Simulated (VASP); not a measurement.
Wanted: the native input for a VASP 6.6.1 run.

```
Task                   : single point
Functional             : PBE
Potentials or basis    : VASP PAW PBE potentials, release 64 (In_d, P)
Cutoff                 : 520 eV
k mesh                 : 6 × 6 × 4
Occupations            : fermi-dirac, width 0.02 eV
Spin                   : no spin polarisation
Dipole correction      : no
Further INCAR settings : ALGO = Normal; EDIFF = 1e-06; NBANDS = 26
```

The structure of InP lies in POSCAR:

```
InP
1.0
    4.3931098464      0.0000000000      0.0000000000
   -2.1965549232      3.8045447286      0.0000000000
    0.0000000000      0.0000000000      5.9734964704
In P
2 2
Direct
    0.3333333333      0.6666666667      0.2500000000
    0.6666666667      0.3333333333      0.7500000000
    0.6666666667      0.3333333333      0.2500000000
    0.3333333333      0.6666666667      0.7500000000
```

The input as run:

INCAR

```
PREC = Accurate ; ENCUT = 520
EDIFF = 1E-6 ; ISMEAR = -1
SIGMA = 0.02 ; LREAL = F
LASPH = T ; NELM = 60
ALGO = Normal ; ISIF = 2
LWAVE = F ; LCHARG = F
GGA = PE ; NBANDS = 26
```

KPOINTS

```
regular mesh
0
Gamma
  6 6 4
```

Potentials or basis: VASP PAW PBE potentials, release 64 (In_d, P).

Launch:

```console
$ cat potpaw_PBE.64/In_d/POTCAR potpaw_PBE.64/P/POTCAR > POTCAR
$ mpirun -np 1 vasp_std > vasp.out
```

Results of the run:

* Pressure: 1.6 GPa
* Band gap on the k mesh: zero (bands 18 and 19 overlap by 0.75 eV)

Caveat: semilocal functionals underestimate gaps, so a narrow gap can read as zero; spin-orbit coupling is left out, which moves the levels of the heavy elements.

Wall time 65 s on 1 thread of Intel(R) Xeon(R) Platinum 8259CL CPU @ 2.50GHz (Skylake/Cascade Lake), with other jobs on the host, peak memory 0.25 GiB.
